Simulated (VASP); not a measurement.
Write the native input for VASP 6.6.1 that does the following.

- Task: relaxation of the atoms
- Functional: PBE
- Dispersion: D3(BJ)
- Potentials or basis: VASP PAW PBE potentials, release 64 (Sb)
- Cutoff: 520 eV
- k mesh: 9 × 9 × 1
- Occupations: gaussian, width 0.1 eV
- Spin: no spin polarisation
- Dipole correction: yes
- Atoms held fixed (from 0): [0, 1]
- Further INCAR settings: ALGO = Normal; EDIFF = 1e-07; IBRION = 2; EDIFFG = -0.03; NSW = 90

The structure of Sb lies in POSCAR:

```
Sb
1.0
    4.3232166608      0.0000000000      0.0000000000
   -2.1616083304      3.7440154544      0.0000000000
    0.0000000000      0.0000000000     22.2137026503
Sb
4
Selective dynamics
Direct
    0.3333333333      0.6666666667      0.3826466994  F F F
    0.6666666667      0.3333333333      0.4517044401  F F F
    0.0000000000      0.0000000000      0.5482955599  T T T
    0.3333333333      0.6666666667      0.6173533006  T T T
```

One way to write it, as run:

INCAR

```
SYSTEM = Sb
PREC = Accurate
ENCUT = 520
EDIFF = 1E-7
ISMEAR = 0
SIGMA = 0.1
LREAL = .FALSE.
LASPH = .TRUE.
NELM = 100
ALGO = Normal
ISIF = 2
LWAVE = .FALSE.
LCHARG = .FALSE.
LDIPOL = .TRUE.
IDIPOL = 3
DIPOL = 0.5 0.5 0.500
GGA = PE
IVDW = 12
IBRION = 2
NSW = 90
EDIFFG = -0.03
```

KPOINTS

```
Automatic mesh
0
G
  9 9 1
  0 0 0
```

Potentials or basis: VASP PAW PBE potentials, release 64 (Sb).

Launch:

```bash
$ cat potpaw_PBE.64/Sb/POTCAR > POTCAR
$ mpirun -np 1 vasp_std > vasp.out
```

Results of the run:

```
Energy gained by relaxing  : 1.3 meV/atom
Ionic steps                : 9
Dispersion energy per atom : -0.324 eV
```

Run time: 6.9 min on 1 thread of Intel(R) Xeon(R) Platinum 8375C CPU @ 2.90GHz (Ice Lake) (shared host), peak memory 0.45 GiB.
